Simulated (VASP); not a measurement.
CaPb2:

```
CELL_PARAMETERS angstrom
2.07158 1.19603 6.25671
-2.07158 1.19603 6.25671
0.00000 -2.39206 6.25671
ATOMIC_POSITIONS crystal
Ca 0.00000 0.00000 0.00000
Pb 0.75000 0.75000 0.75000
Pb 0.25000 0.25000 0.25000
```

| Quantity | Value |
| --- | --- |
| Program | VASP 6.6.1 |
| Task | relaxation of cell and atoms |
| Functional | PBE |
| Potentials or basis | VASP PAW PBE potentials, release 64 (Ca_sv, Pb_d) |
| Cutoff | 600 eV |
| k mesh | 6 × 6 × 6 |
| Occupations | gaussian, width 0.1 eV |
| Spin | no spin polarisation |

At the start: pressure 9.2 GPa; volume 31.00 Å³/atom.

**Question.** Where does the relaxation end?

**Answer.** Over 18 steps the energy falls by 910.2 meV/atom and the volume is 34.89 Å³/atom (+12.5 %); space group R-3m (No. 166, to 0.1 Å) before and after.

The path:
| step | energy change (eV) | largest force (eV/Å) | pressure (GPa) | volume (Å³) |
| --- | --- | --- | --- | --- |
| 1 | 0.0000 | 2.8803 | 9.23 | 93.01 |
| 2 | -1.0278 | 1.2267 | -1.22 | 119.18 |
| 3 | -1.0347 | 1.1456 | -1.69 | 121.77 |
| 4 | -1.2595 | 1.3348 | -1.74 | 117.30 |
| 5 | -2.0336 | 1.5319 | -0.92 | 104.48 |
| 6 | -1.3587 | 2.9104 | 17.73 | 81.39 |
| 7 | -2.2290 | 1.3917 | 0.69 | 98.30 |
| 8 | -2.3432 | 0.0057 | 5.89 | 89.61 |
| 9 | -2.3826 | 0.6702 | 3.39 | 92.77 |
| 10 | -2.5172 | 0.0101 | 2.89 | 95.70 |
| 11 | -2.5493 | 0.4122 | 2.78 | 97.93 |
| 12 | -2.6533 | 0.1601 | 0.13 | 105.07 |
| 13 | -2.6626 | 0.0883 | -0.81 | 108.49 |
| 14 | -2.6951 | 0.1266 | -0.63 | 107.94 |
| 15 | -2.7197 | 0.2361 | -0.25 | 106.95 |
| 16 | -2.7199 | 0.2545 | -0.19 | 106.81 |
| 17 | -2.7267 | 0.1637 | -0.08 | 105.98 |
| 18 | -2.7307 | 0.0123 | 0.12 | 104.66 |

Final structure:
```
Ca Pb
1.0
     2.37234    1.36967    5.36840
    -2.37234    1.36967    5.36840
     0.00000   -2.73935    5.36840
Ca Pb
1 2
Direct
  0.00000 0.00000 0.00000
  0.78660 0.78660 0.78660
  0.21340 0.21340 0.21340
```
